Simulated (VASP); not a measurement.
# Ge16H (a cell with a defect) in VASP: single point with PBE

Aim: the single point of Ge16H (a cell with a defect) with PBE.

Program: VASP 6.6.1. These are calculated values, not measurements. Logs are shortened: lines on timing, memory, paths and dates and some standing lists are left out, and cuts for length are marked.

### 1 The cell of the first run

The cell holds a defect, 17 atoms: a = 8.004 Å, b = 8.004 Å, c = 8.004 Å, α = 60.00°, β = 60.00°, γ = 60.00°.

### 2 Single point, PBE

INCAR reads:

```
SYSTEM = Ge16H
PREC = Accurate
ENCUT = 520
EDIFF = 1E-6
ISMEAR = -1
SIGMA = 0.05
LREAL = Auto
LASPH = .TRUE.
NELM = 80
ALGO = Normal
ISIF = 2
LWAVE = .FALSE.
LCHARG = .FALSE.
GGA = PE
NBANDS = 126
```

KPOINTS reads:

```
regular mesh
0
G
  2 2 2
  0 0 0
```

POSCAR reads:

```
Ge16H
1.0
    0.0000000000      5.6600000000      5.6600000000
    5.6600000000      0.0000000000      5.6600000000
    5.6600000000      5.6600000000      0.0000000000
Ge H
16 1
Direct
   -0.0739222615      0.0594346290      0.0076148410
    0.1153003534      0.1416961131      0.0917137809
    0.0471554770     -0.0148586572      0.4671908127
    0.1169081272      0.0994169611      0.6437809187
    0.1164310954      0.5146819788     -0.0265194346
    0.1161130742      0.7118727915      0.1089045936
   -0.0865459364      0.5378356890      0.5305035336
    0.1815194346      0.6312544170      0.5996113074
    0.4943197880      0.0218286219      0.0007332155
    0.5549116608      0.1744876325      0.1378268551
    0.5186484099      0.0605035336      0.4761395760
    0.6977208481      0.0164664311      0.6600000000
    0.4896289753      0.5561484099      0.0324381625
    0.7429858657      0.6698056537      0.0591342756
    0.5170671378      0.4107067138      0.4111837456
    0.5484805654      0.6123144876      0.6419787986
    0.7899116608      0.6548586572      0.8486395760
```

Potentials or basis: VASP PAW PBE potentials, release 64 (Ge_d, H).

On the command line:

```sh
$ cat potpaw_PBE.64/Ge_d/POTCAR potpaw_PBE.64/H/POTCAR > POTCAR
$ mpirun -np 1 vasp_std > vasp.out
```

OUTCAR:

```text
SYSTEM = Ge16H
   PREC = Accurate
   ENCUT = 520
   EDIFF = 1E-6
   ISMEAR = -1
   LREAL = Auto
   LASPH = .TRUE.
   NELM = 80
   ISIF = 2
   GGA = PE

 ion  position               nearest neighbor table
   1  0.926  0.059  0.008-   6 2.34   2 2.38  10 2.43   4 2.45
   2  0.115  0.142  0.092-   1 2.38   3 2.49   9 2.50   5 2.65
   3  0.047  0.985  0.467-   8 2.32  12 2.37   4 2.40   2 2.49
   4  0.117  0.099  0.644-   3 2.40   1 2.45  11 2.71   7 2.89
   5  0.116  0.515  0.973-   6 2.32  14 2.46   8 2.50   2 2.65
   6  0.116  0.712  0.109-   5 2.32   1 2.34  13 2.46   7 2.84
   7  0.913  0.538  0.531-  16 2.42   6 2.84   4 2.89
   8  0.182  0.631  0.600-   3 2.32   5 2.50  15 2.54
   9  0.494  0.022  0.001-  10 2.32  12 2.39  14 2.47   2 2.50
  10  0.555  0.174  0.138-  11 2.29   9 2.32   1 2.43  13 2.57
  11  0.519  0.061  0.476-  10 2.29  12 2.33  15 2.58   4 2.71
  12  0.698  0.016  0.660-  11 2.33   3 2.37   9 2.39  15 2.84
  13  0.490  0.556  0.032-   6 2.46  10 2.57  14 2.73  15 2.73  16 2.74
  14  0.743  0.670  0.059-  17 1.59   5 2.46   9 2.47  13 2.73  15 2.88
  15  0.517  0.411  0.411-   8 2.54  11 2.58  13 2.73  12 2.84  14 2.88
  16  0.548  0.612  0.642-   7 2.42  13 2.74
  17  0.790  0.655  0.849-  14 1.59

  LATTYP: Found a face centered cubic cell.
 ALAT       =    11.3200000000

  Lattice vectors:

 A1 = (   0.0000000000,   5.6600000000,   5.6600000000)
 A2 = (   5.6600000000,   0.0000000000,   5.6600000000)
 A3 = (   5.6600000000,   5.6600000000,   0.0000000000)

Analysis of symmetry for initial positions (statically):
=====================================================================
 Subroutine PRICEL returns:
 Original cell was already a primitive cell.

 Routine SETGRP: Setting up the symmetry group for a
 face centered cubic supercell.

 Subroutine GETGRP returns: Found  1 space group operations
 (whereof  1 operations were pure point group operations)
 out of a pool of 48 trial point group operations.

The static configuration has the point symmetry C_1 .

Analysis of symmetry for dynamics (positions and initial velocities):
=====================================================================
 Subroutine PRICEL returns:
 Original cell was already a primitive cell.

 Routine SETGRP: Setting up the symmetry group for a
 face centered cubic supercell.

 Subroutine GETGRP returns: Found  1 space group operations
 (whereof  1 operations were pure point group operations)
 out of a pool of 48 trial point group operations.
[... 118 lines left out ...]
   IBRION =     -1    ionic relax: 0-MD 1-quasi-New 2-CG
   NFREE  =      0    steps in history (QN), initial steepest desc. (CG)
   ISIF   =      2    stress and relaxation
   ISYM   =      2    0-nonsym 1-usesym 2-fastsym
   POTIM  = 0.5000    time-step for ionic-motion
   TEBEG  =    0.0;   TEEND  =   0.0 temperature during run
   PSTRESS=    0.0 pullay stress
   NELECT =     225.0000    total number of electrons
   NUPDOWN=      -1.0000    fix difference up-down
   EMIN   =  10.00;   EMAX   =-10.00  energy-range for DOS
   EFERMI =   0.00;   METHOD = LEGACY
   ISMEAR =    -1;   SIGMA  =   0.05  broadening in eV -4-tet -1-fermi 0-gaus
   EFERMI_NEDOS =   21; number of points for ismear=-14 and -15
   IALGO  =     38    algorithm
   IMIX   =      4    mixing-type and parameters
     AMIX     =   0.40;   BMIX     =  1.00
     AMIX_MAG =   1.60;   BMIX_MAG =  1.00
  volume/ion in A,a.u.               =      21.33       143.96
  Fermi-wavevector in a.u.,A,eV,Ry     =   1.396291  2.638607 26.526303  1.949628
  Thomas-Fermi vector in A             =   2.519659
   LORBIT       =      0    0 simple, 1 ext, 2 COOP (PROOUT), +10 PAW based schemes
   GGA     = PE    functional components
   LHFCALC =     F    Hartree Fock is set to
   AEXX    =    0.0000 exact exchange contribution
   IVDW    =     0    specifies the selected vdW correction
   LEPSILON=     F    determine dielectric tensor
   LRPA    =     F    only Hartree local field effects (RPA)
 non-spin polarized calculation
  energy-cutoff  :      520.00
  volume of cell :      362.64
 maximum number of plane-waves:      9841
 NGX is ok and might be reduce to    60
   NGX = 29   NGY = 29   NGZ = 29

 number of electron     225.0000037 magnetization

 Free energy of the ion-electron system (eV)
  ---------------------------------------------------
  ext. energy  EPLUGINS =         0.00000000
  ---------------------------------------------------
  free energy    TOTEN  =       -67.73982115 eV

  energy without entropy =      -67.69831659  energy(sigma->0) =      -67.71906887

 E-fermi :   4.9253     XC(G=0): -10.0761

 val. band max:        4.9059139556   @ k =   0.0000   0.0000   0.0000
 cond. band min:       4.9732735248   @ k =   0.0000   0.0000   0.5000
 fundamental gap:      0.0673595692
 Fermi energy:         4.9252670975

 k-point     1 :       0.0000    0.0000    0.0000
  band No.  band energies     occupation
      1     -20.1430      2.00000
      2     -20.1286      2.00000
      3     -20.0682      2.00000
      4     -20.0621      2.00000
      5     -20.0368      2.00000
      6     -20.0226      2.00000
[... 1005 lines left out ...]
    123       8.2942      0.00000
    124       8.4579      0.00000
 [bands above 124 left out]

------------------------ aborting loop because EDIFF is reached ----------------------------------------

  FORCE on cell =-STRESS in cart. coord.  units (eV):
  Direction    XX          YY          ZZ          XY          YZ          ZX
  --------------------------------------------------------------------------------------
  -------------------------------------------------------------------------------------
  Total       15.4554862     13.8767322     10.3768877      3.7975408      2.4303262      2.3845429
  in kB       68.2832155     61.3081910     45.8456790     16.7777511     10.7373190     10.5350460
  external PRESSURE =      58.4790285 kB  Pullay stress =       0.0000000 kB

 VOLUME and BASIS-vectors are now :
 -----------------------------------------------------------------------------
  energy-cutoff  :      520.00
  volume of cell :      362.64
      direct lattice vectors                 reciprocal lattice vectors
     0.000000000  5.660000000  5.660000000    -0.088339223  0.088339223  0.088339223
     5.660000000  0.000000000  5.660000000     0.088339223 -0.088339223  0.088339223
     5.660000000  5.660000000  0.000000000     0.088339223  0.088339223 -0.088339223

 POSITION                                       TOTAL-FORCE (eV/Angst)
 -----------------------------------------------------------------------------------
      0.37950      5.28470      5.57800        -0.363061     -0.869714      0.250760
      1.32110      1.17170      1.45460         1.018242      0.709533      1.154889
      8.22020      2.91120      5.84280         0.088737     -0.645018      0.909770
      4.20650      4.30550      1.22440         0.714659     -0.217130      1.854682
      8.42300      6.16890      3.57210        -1.436922     -0.105324     -0.823503
      4.64560      1.27360      4.68640         1.123942      1.730933     -1.133775
[... 9 lines left out ...]
      7.09930      6.73800      6.57010         0.638335     -0.033293     -0.018626
      8.50980      9.27420      8.17740        -0.356735     -0.494007      0.053256
 -----------------------------------------------------------------------------------
    total drift:                               -0.001115      0.000463      0.002040

  FREE ENERGIE OF THE ION-ELECTRON SYSTEM (eV)
  ---------------------------------------------------
  free  energy   TOTEN  =       -67.7398211483 eV

  energy  without entropy=      -67.6983165911  energy(sigma->0) =      -67.71906887
```

stdout:

```text
POSCAR found type information on POSCAR GeH
 POSCAR found :  2 types and      17 ions
 scaLAPACK will be used
 LDA part: xc-table for (Slater+PW92), standard interpolation
 POSCAR, INCAR and KPOINTS ok, starting setup
 FFT: planning ... GRIDC
 FFT: planning ... GRID_SOFT
 FFT: planning ... GRID
 WAVECAR not read
 entering main loop
```

Wall time 23 min (1 thread of Oxide Virtual Turin-like, shared host); peak memory 0.57 GiB.

Results:

```yaml
Free_energy: -67.7398 eV
Pressure: 5.8 GPa
Largest_force: 2.966 eV/Å
Band_gap_on_the_k_mesh: zero (an odd number of electrons rules out a gap without spin polarisation)
```

Forces on the atoms (eV/Å):
```
Ge  -0.363 -0.870  0.251
Ge   1.018  0.710  1.155
Ge   0.089 -0.645  0.910
Ge   0.715 -0.217  1.855
Ge  -1.437 -0.105 -0.824
Ge   1.124  1.731 -1.134
Ge  -1.138  0.769  1.051
Ge  -1.258  0.472 -1.176
Ge  -0.464 -0.645 -0.849
Ge  -0.004 -0.802  1.443
Ge   0.703 -0.050 -2.881
Ge   0.355  0.156  0.399
Ge  -0.421 -0.426  0.084
Ge   0.422  0.392 -1.124
Ge   0.377  0.058  0.806
Ge   0.638 -0.033 -0.019
H   -0.357 -0.494  0.053
```

Stress tensor (GPa, compression positive):
```
6.83 1.68 1.05
1.68 6.13 1.07
1.05 1.07 4.58
```

Caveat: the k points lie up to 0.48 Å⁻¹ apart, too coarse for converged energies and pressures of a metal; the atoms stand as in a frame of molecular dynamics; an odd number of electrons without spin polarisation forces a metal; a magnetic or distorted state may lie lower.

The gap in the log of VASP goes by the Fermi energy; the results here count the filled bands.